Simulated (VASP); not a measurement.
A run of VASP 6.6.1 is set up as follows.

Contents of INCAR:

```
PREC = Accurate
ENCUT = 600
EDIFF = 1E-6
ISMEAR = 0
SIGMA = 0.15
LREAL = F
LASPH = T
NELM = 120
ALGO = Normal
ISIF = 2
LWAVE = F
LCHARG = F
GGA = PE
NBANDS = 11
GGA_COMPAT = F
```

The input KPOINTS:

```
Automatic mesh
0
Gamma
  5 5 5
```

Contents of POSCAR:

```
AlN
1.0
    2.2950934165      1.3250728018      1.1851082241
   -2.2950934165      1.3250728018      1.1851082241
    0.0000000000     -2.6501456037      1.1851082241
Al N
1 1
Direct
    0.5000000000      0.5000000000      0.5000000000
    0.0000000000      0.0000000000      0.0000000000
```

Potentials or basis: VASP PAW PBE potentials, release 64 (Al, N).

Launch:

```console
$ cat potpaw_PBE.64/Al/POTCAR potpaw_PBE.64/N/POTCAR > POTCAR
$ mpirun -np 1 vasp_std > vasp.out
```

(1) Predict the band gap on the k mesh.

(2) Predict the pressure.

Results:

(1) zero (filled and empty bands touch).

(2) -0.1 GPa.

Caveat: the k points lie up to 0.47 Å⁻¹ apart.
